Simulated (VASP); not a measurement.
Runs of VASP 6.6.1 on CdS (Greenockite). The structure is that of space group P6_3mc (No. 186), or close to it. The cells are those of the table. 

```tsv
task	level	potentials or basis	cell	k mesh	cutoff (eV)	gap on the mesh (eV)	pressure (GPa)	relaxed volume (Å³/atom)	largest force (eV/Å)
relaxation of cell and atoms	PBE	VASP PAW PBE potentials, release 64 (Cd, S)	relaxed from a = 4.150, b = 4.150, c = 6.737 Å, angles 90.0, 90.0, 120.0°, 4 atoms	6 × 6 × 4	600	1.10	0.0	26.14	0.01
single point	r2SCAN	VASP PAW PBE potentials, release 64 (Cd, S)	a = 4.165, b = 4.165, c = 6.767 Å, angles 90.0, 90.0, 120.0°, 4 atoms	6 × 6 × 4	520	1.63	0.3	-	-
relaxation of cell and atoms	PBEsol	VASP PAW PBE potentials, release 64 (Cd, S)	relaxed from a = 4.150, b = 4.150, c = 6.737 Å, angles 90.0, 90.0, 120.0°, 4 atoms	6 × 6 × 4	600	1.08	0.0	24.85	0.01
single point	PBEsol	VASP PAW PBE potentials, release 64 (Cd, S)	a = 4.124, b = 4.124, c = 6.711 Å, angles 90.0, 90.0, 120.0°, 4 atoms	6 × 6 × 4	520	1.09	0.4	-	0.01
single point	r2SCAN	VASP PAW PBE potentials, release 64 (Cd, S)	a = 4.080, b = 4.080, c = 6.629 Å, angles 90.0, 90.0, 120.0°, 4 atoms	12 × 12 × 4	520	(a)	(b)	-	-
single point	PBE	VASP PAW PBE potentials, release 64 (Cd, S)	a = 4.197, b = 4.197, c = 6.828 Å, angles 90.0, 90.0, 120.0°, 4 atoms	6 × 6 × 4	520	1.11	0.3	-	-
single point	LDA	VASP PAW LDA potentials, release 64 (Cd, S)	a = 4.075, b = 4.075, c = 6.639 Å, angles 90.0, 90.0, 120.0°, 4 atoms	6 × 6 × 4	520	1.05	0.5	-	-
relaxation of cell and atoms	LDA	VASP PAW LDA potentials, release 64 (Cd, S)	relaxed from a = 4.150, b = 4.150, c = 6.737 Å, angles 90.0, 90.0, 120.0°, 4 atoms	6 × 6 × 4	600	1.04	0.0	(c)	-
```

Alike in all rows: no spin polarisation; smearing fermi-dirac 0.02 eV.

Task: Estimate the missing entries.

Result: (a) 1.78; (b) 4.6; (c) 24.04.

Caveats: the PAW data sets were made with another functional, which shifts forces and pressure a little (some runs).

A k mesh can miss the band edges, and the runs leave out spin-orbit coupling on Cd.
